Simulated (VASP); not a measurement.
# Co (P6_3/mmc) in VASP: further runs, part 2 of 2

VASP 6.6.1. Earlier steps stand in the parts before.

### 3 Single point, LDA

This run uses another cell than the first one, of 9.64 Å³/atom, 1.042 times its volume.

Input file INCAR:

```
SYSTEM = Co
PREC = Accurate
ENCUT = 520
EDIFF = 1E-6
ISMEAR = -1
SIGMA = 0.1
LREAL = .FALSE.
LASPH = .TRUE.
NELM = 100
ALGO = Normal
ISIF = 2
LWAVE = .FALSE.
LCHARG = .FALSE.
GGA = CA
NBANDS = 16
```

Input file KPOINTS:

```
Automatic mesh
0
G
  25 25 13
  0 0 0
```

Input file POSCAR:

```
Co
1.0
    2.3995686431      0.0000000000      0.0000000000
   -1.1997843215      2.0780874031      0.0000000000
    0.0000000000      0.0000000000      3.8656883452
Co
2
Direct
    0.3333333333      0.6666666667      0.2500000000
    0.6666666667      0.3333333333      0.7500000000
```

Potentials or basis: VASP PAW LDA potentials, release 64 (Co).

On the command line:

```bash
$ cat potpaw_LDA.64/Co/POTCAR > POTCAR
$ mpirun -np 1 vasp_std > vasp.out
```

It took 76 s on 1 thread of AMD EPYC 7R13 (Zen 3), shared host; peak memory 0.19 GiB.

The run converged. Its results:

- Free energy: -16.1604 eV
- Pressure: -0.9 GPa
- Band gap on the k mesh: zero (band 9 reaches 12.19 eV, above the bottom of band 10 at 10.47 eV)

Stress tensor (GPa, compression positive):
```
-0.89  0.00  0.00
 0.00 -0.89  0.00
 0.00  0.00 -0.99
```

Levels at points of the mesh, in eV from the Fermi level:
```
           k point  band 5  band 6  band 7  band 8  band 9  band 10  band 11  band 12  band 13  band 14
(0.00, 0.00, 0.00)   -2.11   -1.70   -1.70   -1.28   -1.28    -0.06     0.12     0.12     7.95    22.89
```

Caveat: the run has no spin polarisation, though such a crystal can be magnetic. Spin polarisation is off, so any magnetic state and its effect on volume and gap are missing.

### 4 Single point, LDA (volume scaled by 1.04)

Input file INCAR:

```
ALGO = Normal
EDIFF = 1E-6
ENCUT = 520
ISIF = 2
ISMEAR = -1
LASPH = True
LCHARG = True
LELF = True
LREAL = False
LVHAR = True
LWAVE = False
NBANDS = 16
NELM = 100
PREC = Accurate
SIGMA = 0.1
```

Input file KPOINTS:

```
k-points
0
Gamma
  25 25 13
```

Input file POSCAR:

```
Co
1.0
    2.4311455359      0.0000000000      0.0000000000
   -1.2155727679      2.1054337944      0.0000000000
    0.0000000000      0.0000000000      3.9165584992
Co
2
Direct
    0.3333333333      0.6666666667      0.2500000000
    0.6666666667      0.3333333333      0.7500000000
```

On the command line:

```bash
$ cat potpaw_LDA.64/Co/POTCAR > POTCAR
$ mpirun -np 1 vasp_std > vasp.out
```

Run time: 77 s. Hardware: 1 thread of AMD EPYC 7R13 (Zen 3), shared host; peak memory 0.19 GiB.

It converged, with:

```
Free energy            : -16.1290 eV
Pressure               : -11.8 GPa
Band gap on the k mesh : zero (band 9 reaches 11.51 eV, above the bottom of band 10 at 9.89 eV)
```

Stress tensor (GPa, compression positive):
```
-11.63   0.00   0.00
  0.00 -11.63   0.00
  0.00   0.00 -12.00
```

Levels at points of the mesh, in eV from the Fermi level:
```tsv
k point	band 5	band 6	band 7	band 8	band 9	band 10	band 11	band 12	band 13	band 14
(0.00, 0.00, 0.00)	-1.99	-1.60	-1.60	-1.20	-1.20	-0.02	0.12	0.12	7.60	22.60
```

Caveat: the cell differs from its parent crystal (volume scaled by 1.04); the run has no spin polarisation, though such a crystal can be magnetic. Spin polarisation is off, so any magnetic state and its effect on volume and gap are missing.

### 5 Single point, LDA (volume scaled by 1.08)

Input file INCAR:

```
SYSTEM = Co
PREC = Accurate ; ENCUT = 520
EDIFF = 1E-7 ; ISMEAR = -1
SIGMA = 0.1 ; LREAL = .False.
LASPH = .True. ; NELM = 100
ALGO = Normal ; ISIF = 2
LWAVE = .False. ; LCHARG = .True.
LELF = .True. ; LVHAR = .True.
NBANDS = 16
```

Input file KPOINTS:

```
Automatic mesh
0
Gamma
  25 25 13
  0 0 0
```

Input file POSCAR:

```
Co
1.0
    2.4619227973      0.0000000000      0.0000000000
   -1.2309613986      2.1320876846      0.0000000000
    0.0000000000      0.0000000000      3.9661404526
Co
2
Direct
    0.3333333333      0.6666666667      0.2500000000
    0.6666666667      0.3333333333      0.7500000000
```

Potentials or basis: VASP PAW LDA potentials, release 64 (Co).

On the command line:

```bash
$ cat potpaw_LDA.64/Co/POTCAR > POTCAR
$ mpirun -np 1 vasp_std > vasp.out
```

OUTCAR:

```text
SYSTEM = Co
   PREC = Accurate
   ENCUT = 520
   EDIFF = 1E-7
   ISMEAR = -1
   LREAL = .False.
   LASPH = .True.
   NELM = 100
   ISIF = 2

 ion  position               nearest neighbor table
   1  0.333  0.667  0.250-   2 2.44   2 2.44   2 2.44   2 2.44   2 2.44   2 2.44
   2  0.667  0.333  0.750-   1 2.44   1 2.44   1 2.44   1 2.44   1 2.44   1 2.44

  LATTYP: Found a hexagonal cell.
 ALAT       =     2.4619227973
 C/A-ratio  =     1.6109930242

  Lattice vectors:

 A1 = (   2.4619227973,   0.0000000000,   0.0000000000)
 A2 = (  -1.2309613986,   2.1320876846,   0.0000000000)
 A3 = (   0.0000000000,   0.0000000000,   3.9661404526)

Analysis of symmetry for initial positions (statically):
=====================================================================
 Subroutine PRICEL returns:
 Original cell was already a primitive cell.

 Routine SETGRP: Setting up the symmetry group for a
 hexagonal supercell.

 Subroutine GETGRP returns: Found 24 space group operations
 (whereof 12 operations were pure point group operations)
 out of a pool of 24 trial point group operations.

The static configuration has the point symmetry D_3d.
[... 162 lines left out ...]
 E-fermi :  10.4991     XC(G=0): -13.9979

 val. band max:       10.4988090314   @ k =   0.3200   0.3200   0.2308
 cond. band min:      10.4991480401   @ k =   0.2400   0.2400   0.1538
 fundamental gap:      0.0003390087
 Fermi energy:        10.4991432507

 k-point     1 :       0.0000    0.0000    0.0000
  band No.  band energies     occupation
      1       1.4412      2.00000
      2       5.6469      2.00000
      3       8.5970      2.00000
      4       8.6238      2.00000
      5       8.6238      2.00000
      6       8.9877      2.00000
[... 433 lines left out ...]
      3       6.4884      2.00000
      4       8.2078      2.00000
      5       8.4289      2.00000
      6       8.6626      2.00000
[... 8 lines left out ...]
     15      24.4774      0.00000
     16      25.2568      0.00000

 [... further k-points ...]

------------------------ aborting loop because EDIFF is reached ----------------------------------------

  FORCE on cell =-STRESS in cart. coord.  units (eV):
  Direction    XX          YY          ZZ          XY          YZ          ZX
  --------------------------------------------------------------------------------------
  -------------------------------------------------------------------------------------
  Total       -2.6123433     -2.6123433     -2.6887150     -0.0000000     -0.0000000      0.0000000
  in kB     -201.0449898   -201.0449897   -206.9225287     -0.0000000     -0.0000000      0.0000000
  external PRESSURE =    -203.0041694 kB  Pullay stress =       0.0000000 kB

 VOLUME and BASIS-vectors are now :
 -----------------------------------------------------------------------------
  energy-cutoff  :      520.00
  volume of cell :       20.82
      direct lattice vectors                 reciprocal lattice vectors
     2.461922797  0.000000000  0.000000000     0.406186579  0.234511931  0.000000000
    -1.230961399  2.132087685  0.000000000     0.000000000  0.469023862  0.000000000
     0.000000000  0.000000000  3.966140453     0.000000000  0.000000000  0.252134288

 POSITION                                       TOTAL-FORCE (eV/Angst)
 -----------------------------------------------------------------------------------
     -0.00000      1.42139      0.99154        -0.000000      0.000000      0.000000
      1.23096      0.71070      2.97461         0.000000     -0.000000      0.000000
 -----------------------------------------------------------------------------------
    total drift:                               -0.000000      0.000000     -0.000000

  FREE ENERGIE OF THE ION-ELECTRON SYSTEM (eV)
  ---------------------------------------------------
  free  energy   TOTEN  =       -16.0511160171 eV

  energy  without entropy=      -15.8711963141  energy(sigma->0) =      -15.96115617
```

Run time: 78 s. Hardware: 1 thread of AMD EPYC 7R13 (Zen 3), shared host; peak memory 0.2 GiB.

What came out:

| Item | Value |
| --- | --- |
| Free energy | -16.0511 eV |
| Pressure | -20.3 GPa |
| Band gap on the k mesh | zero (band 9 reaches 10.88 eV, above the bottom of band 10 at 9.35 eV) |

Caveat: the cell differs from its parent crystal (volume scaled by 1.08); the run has no spin polarisation, though such a crystal can be magnetic.

### 6 Summary

| cell | gap on the mesh (eV) | pressure (GPa) |
| --- | --- | --- |
| a = 2.367, b = 2.367, c = 3.813 Å, angles 90.0, 90.0, 120.0°, 2 atoms | none | 12.8 |
| a = 2.400, b = 2.400, c = 3.866 Å, angles 90.0, 90.0, 120.0°, 2 atoms | none | -0.9 |
| a = 2.431, b = 2.431, c = 3.917 Å, angles 90.0, 90.0, 120.0°, 2 atoms | none | -11.8 |
| a = 2.462, b = 2.462, c = 3.966 Å, angles 90.0, 90.0, 120.0°, 2 atoms | none | -20.3 |

Alike in all rows: task single point; level LDA; potentials or basis VASP PAW LDA potentials, release 64 (Co); no spin polarisation; k mesh 25 × 25 × 13; cutoff (eV) 520; smearing fermi-dirac 0.1 eV.

Caveats: the run has no spin polarisation, though such a crystal can be magnetic.

Total energies depend on the potentials used, so only differences within one code and one set of settings carry meaning.
